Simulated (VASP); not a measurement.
**LiSi2: single point with PBE**

Crystal: LiSi2.

```
Li Si
1.0
     1.91249   -4.11001    0.00000
     1.91249    4.11001    0.00000
     0.00000    0.00000    6.01162
Li Si
2 4
Direct
  0.95858 0.04142 0.25000
  0.04142 0.95858 0.75000
  0.66057 0.33943 0.04572
  0.33943 0.66057 0.54572
  0.66057 0.33943 0.45428
  0.33943 0.66057 0.95428
```

This cell differs from its parent crystal: volume scaled by 1.03, then relaxed in part.

- Program: VASP 6.6.1
- Task: single point
- Functional: PBE
- Potentials or basis: VASP PAW PBE potentials, release 64 (Li_sv, Si)
- Cutoff: 520 eV
- k mesh: 12 × 12 × 6
- Occupations: gaussian, width 0.1 eV
- Spin: no spin polarisation
- Dipole correction: no
- Further INCAR settings: ALGO = Normal; EDIFF = 1e-06; NBANDS = 20

```json
{
  "Largest force": "0.005 eV/Å",
  "Band gap on the k mesh": "zero (band 11 reaches 8.37 eV, above the bottom of band 12 at 5.11 eV)"
}
```

Forces on the atoms (eV/Å):
```
Li   0.000  0.000  0.000
Li   0.000  0.000  0.000
Si   0.000 -0.004  0.003
Si   0.000  0.004  0.003
Si   0.000 -0.004 -0.003
Si   0.000  0.004 -0.003
```

Levels at points of the mesh, in eV from the Fermi level:
```tsv
k point	band 8	band 9	band 10	band 11	band 12	band 13	band 14	band 15
(0.00, 0.00, 0.00)	-1.98	-1.52	-0.59	-0.48	-0.02	0.20	0.37	2.98
(0.50, 0.00, 0.00)	-4.74	-3.18	-2.37	-2.10	-0.57	0.88	2.43	4.47
(0.50, 0.50, 0.00)	-3.35	-3.05	-0.80	0.19	2.17	2.63	3.87	4.35
(0.00, 0.00, 0.50)	-2.90	-1.56	-1.56	-1.25	-1.25	1.41	1.41	1.46
(0.50, 0.00, 0.50)	-3.92	-2.50	-2.50	-0.72	-0.72	1.17	1.17	3.64
(0.50, 0.50, 0.50)	-2.42	-2.24	-2.24	0.83	0.83	1.25	1.25	5.05
```

Run time: 2.7 min on 1 thread of Intel(R) Xeon(R) 6975P-C (Granite Rapids), with other jobs on the host, peak memory 0.39 GiB.
